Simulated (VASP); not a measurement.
Crystal: C.

```
C
1.0
     2.52210    0.00000    0.00000
    -1.26105    2.18420    0.00000
     0.00000    0.00000    8.23710
C
8
Direct
  0.66667 0.33333 0.84375
  0.33333 0.66667 0.34375
  0.66667 0.33333 0.65625
  0.33333 0.66667 0.15625
  0.00000 0.00000 0.90625
  0.00000 0.00000 0.40625
  0.00000 0.00000 0.59375
  0.00000 0.00000 0.09375
```

| Quantity | Value |
| --- | --- |
| Program | VASP 6.6.1 |
| Task | relaxation of cell and atoms |
| Functional | SVWN5 |
| Potentials or basis | VASP PAW PBE potentials, release 64 (C) |
| Cutoff | 600 eV |
| k mesh | 12 × 12 × 4 |
| Occupations | fermi-dirac, width 0.05 eV |
| Spin | no spin polarisation |

At the start: pressure -11.8 GPa; volume 5.67 Å³/atom.

Question: How do energy, volume and symmetry change on relaxing?

Answer: Over 8 steps the energy falls by 8.2 meV/atom and the volume is 5.52 Å³/atom (-2.6 %); space group P6_3/mmc (No. 194, to 0.1 Å) before and after.

The path:
| step | energy change (eV) | largest force (eV/Å) | pressure (GPa) | volume (Å³) |
| --- | --- | --- | --- | --- |
| 1 | 0.0000 | 0.3313 | -11.78 | 45.38 |
| 2 | 0.0496 | 0.5852 | 17.42 | 42.69 |
| 3 | -0.0651 | 0.0546 | -0.17 | 44.20 |
| 4 | -0.0651 | 0.0625 | 0.07 | 44.17 |
| 5 | -0.0650 | 0.0788 | 0.23 | 44.16 |
| 6 | -0.0653 | 0.0139 | 0.14 | 44.17 |
| 7 | -0.0653 | 0.0222 | -0.12 | 44.19 |
| 8 | -0.0653 | 0.0022 | 0.03 | 44.18 |

Final structure:
```
C
1.0
     2.49124    0.00000    0.00000
    -1.24562    2.15747    0.00000
     0.00000    0.00000    8.21927
C
8
Cartesian
  1.2456 0.7192 6.9408
  0.0000 1.4383 2.8311
  1.2456 0.7192 5.3881
  0.0000 1.4383 1.2785
  0.0000 0.0000 7.4553
  0.0000 0.0000 3.3457
  1.2456 2.1575 4.8736
  1.2456 2.1575 0.7639
```

Caveat: the PAW data sets were made with another functional, which shifts forces and pressure a little.
